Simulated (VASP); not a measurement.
Write the native input for VASP 6.6.1 that does the following.

```
Task                   : single point
Functional             : r2SCAN
Potentials or basis    : VASP PAW PBE potentials, release 64 (Hf_pv)
Cutoff                 : 520 eV
k mesh                 : 6 × 6 × 4
Occupations            : gaussian, width 0.1 eV
Spin                   : no spin polarisation
Dipole correction      : no
Further INCAR settings : ALGO = Normal; EDIFF = 1e-06; NBANDS = 17
```

Crystal: Hf.

```
Hf
1.0
     3.19238    0.00000    0.00000
    -1.59619    2.76469    0.00000
     0.00000    0.00000    5.04504
Hf
2
Direct
  0.33333 0.66667 0.25000
  0.66667 0.33333 0.75000
```

The input as run:

POSCAR

```
Hf
1.0
    3.1923846300      0.0000000000      0.0000000000
   -1.5961923200      2.7646861900      0.0000000000
    0.0000000000      0.0000000000      5.0450416400
Hf
2
Direct
    0.3333333300      0.6666666700      0.2500000000
    0.6666666700      0.3333333300      0.7500000000
```

INCAR.step1

```
  PREC = Accurate
  ENCUT = 520
  ISMEAR = 0
  SIGMA = 0.1
  LREAL = False
  LASPH = True
  NELM = 60
  NBANDS = 17
  GGA = PE
  ALGO = Normal
  EDIFF = 1E-4
  LWAVE = True
  LCHARG = False
```

INCAR.step2

```
  PREC = Accurate
  ENCUT = 520
  EDIFF = 1E-6
  ISMEAR = 0
  SIGMA = 0.1
  LREAL = False
  LASPH = True
  NELM = 60
  ALGO = Normal
  ISIF = 2
  LWAVE = False
  LCHARG = False
  METAGGA = R2SCAN
  LMIXTAU = True
  NBANDS = 17
  ISTART = 1
```

KPOINTS

```
Automatic mesh
0
Gamma
  6 6 4
```

Potentials or basis: VASP PAW PBE potentials, release 64 (Hf_pv).

Launch:

```bash
$ cat potpaw_PBE.64/Hf_pv/POTCAR > POTCAR
$ cp INCAR.step1 INCAR
$ mpirun -np 1 vasp_std > vasp.out
$ cp INCAR.step2 INCAR
$ mpirun -np 1 vasp_std > vasp.out
```

Results of the run:

```yaml
Pressure: 0.3 GPa
Band_gap_on_the_k_mesh: zero (band 10 reaches 6.19 eV, above the bottom of band 11 at 4.53 eV)
```

Caveat: the k points lie up to 0.38 Å⁻¹ apart; the PAW data sets were made with another functional, which shifts forces and pressure a little; spin-orbit coupling is left out, which moves the levels of the heavy elements.

It took 41 s on 1 thread of Intel(R) Xeon(R) Platinum 8375C CPU @ 2.90GHz (Ice Lake) (shared host), peak memory 0.17 GiB.
